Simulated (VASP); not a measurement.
MgB2, 6 atoms in the cell. The structure is cubic, space group Fd-3m (No. 227). The conventional cell has a = 5.982 Å, b = 5.982 Å, c = 5.982 Å, α = 90.00°, β = 90.00°, γ = 90.00°. Within 3.3 Å of Mg (site symmetry -43m) lie 12 B at 2.48 Å and 4 Mg at 2.59 Å. Within 2.8 Å of B (site symmetry -3m) lie 6 B at 2.11 Å and 6 Mg at 2.48 Å. 

```yaml
Program: VASP 6.6.1
Task: single point
Functional: PBE
Potentials_or_basis: VASP PAW PBE potentials, release 64 (Mg, B)
Cutoff: 520 eV
k_mesh: 6 × 6 × 6
Occupations: gaussian, width 0.1 eV
Spin: no spin polarisation
Dipole_correction: no
Further_INCAR_settings: ALGO = Normal; EDIFF = 1e-07; NBANDS = 17
```

Potentials or basis: VASP PAW PBE potentials, release 64 (Mg, B).

The run is started by

```console
$ cat potpaw_PBE.64/Mg/POTCAR potpaw_PBE.64/B/POTCAR > POTCAR
$ mpirun -np 1 vasp_std > vasp.out
```

Hardware: 1 thread of Intel(R) Xeon(R) 6975P-C (Granite Rapids), on a shared host.

Problem. Estimate the wall time of this run.

Solution. Run time: 6.9 s on 1 thread of Intel(R) Xeon(R) 6975P-C (Granite Rapids), on a shared host, peak memory 0.17 GiB. Counts: scf iterations 13, k points 16.
